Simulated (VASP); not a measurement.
Zn2CdO3, 6 atoms in the cell. The structure is tetragonal, space group I-4m2 (No. 119). The conventional cell has a = 5.729 Å, b = 5.729 Å, c = 6.013 Å, α = 90.00°, β = 90.00°, γ = 90.00°. Zn (site symmetry 2mm) has 2 O at 1.44 to 1.57 Å within 1.9 Å. Cd (site symmetry -4m2) has 4 Zn at 2.87 Å and 10 O at 3.01 to 3.23 Å within 3.8 Å. O (site symmetry -4m2) has 4 Zn at 2.87 Å and 2 Cd at 3.01 Å and 8 O at 3.23 Å within 3.8 Å. O (site symmetry -4m2) has 2 Zn at 1.57 Å within 2.1 Å. O (site symmetry -4m2) has 2 Zn at 1.44 Å within 1.9 Å. The cell was generated, and may not be a known phase.

| Property | Result |
| --- | --- |
| Program | VASP 6.6.1 |
| Task | single point |
| Functional | PBE |
| Potentials or basis | VASP PAW PBE potentials, release 64 (Zn, Cd, O) |
| Cutoff | 520 eV |
| k mesh | 4 × 4 × 4 |
| Occupations | gaussian, width 0.1 eV |
| Spin | collinear spin, ferromagnetic start |
| Starting moments | [0.0, 0.0, 0.0, 1.0, 1.0, 1.0] μB |
| Dipole correction | no |
| Further INCAR settings | ALGO = Normal; EDIFF = 1e-06; NBANDS = 40 |

Potentials or basis: VASP PAW PBE potentials, release 64 (Zn, Cd, O).

Command:

```console
$ cat potpaw_PBE.64/Zn/POTCAR potpaw_PBE.64/Cd/POTCAR potpaw_PBE.64/O/POTCAR > POTCAR
$ mpirun -np 1 vasp_std > vasp.out
```

Hardware: 1 thread of AMD EPYC 7R43 64-Core Processor (Zen 3) (shared host).

Problem. Estimate the wall time of this run.

Solution. Run time: 3.3 min on 1 thread of AMD EPYC 7R43 64-Core Processor (Zen 3), on a shared host, peak memory 0.29 GiB. Counts: scf iterations 19, k points 13.
